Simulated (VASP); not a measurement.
Input of a VASP 6.6.1 run:

The input POSCAR:

```
CsPbCl3
1.0
    5.6701298093      0.0000000000      0.0000000000
    0.0000000000      5.6701298093      0.0000000000
    0.0000000000      0.0000000000      5.6701298093
Pb Cs Cl
1 1 3
Direct
    0.5000000000      0.5000000000      0.5000000000
    0.0000000000      0.0000000000      0.0000000000
    0.5000000000      0.0000000000      0.5000000000
    0.0000000000      0.5000000000      0.5000000000
    0.5000000000      0.5000000000      0.0000000000
```

Contents of INCAR.step1:

```
SYSTEM = CsPbCl3
PREC = Accurate
ENCUT = 520
ISMEAR = -1
SIGMA = 0.05
LREAL = .False.
LASPH = .True.
NELM = 80
NBANDS = 30
GGA = PE
ALGO = Normal
EDIFF = 1E-4
LWAVE = .True.
LCHARG = .False.
```

INCAR.step2

```
SYSTEM = CsPbCl3
PREC = Accurate
ENCUT = 520
EDIFF = 1E-6
ISMEAR = -1
SIGMA = 0.05
LREAL = .False.
LASPH = .True.
NELM = 80
ALGO = Normal
ISIF = 2
LWAVE = .False.
LCHARG = .False.
METAGGA = R2SCAN
LMIXTAU = .True.
NBANDS = 30
ISTART = 1
```

KPOINTS

```
regular mesh
0
Gamma
  5 5 5
  0 0 0
```

Potentials or basis: VASP PAW PBE potentials, release 64 (Pb_d, Cs_sv, Cl).

Launch:

```sh
$ cat potpaw_PBE.64/Pb_d/POTCAR potpaw_PBE.64/Cs_sv/POTCAR potpaw_PBE.64/Cl/POTCAR > POTCAR
$ cp INCAR.step1 INCAR
$ mpirun -np 1 vasp_std > vasp.out
$ cp INCAR.step2 INCAR
$ mpirun -np 1 vasp_std > vasp.out
```

Problem. Estimate the band gap on the k mesh.

Solution. 3.40 eV.

Problem. Predict the pressure.

Solution. 0.0 GPa.

Caveat: the PAW data sets were made with another functional, which shifts forces and pressure a little; spin-orbit coupling is left out, which moves the levels of the heavy elements; an odd mesh through Γ misses points on the zone boundary, where band edges can lie.
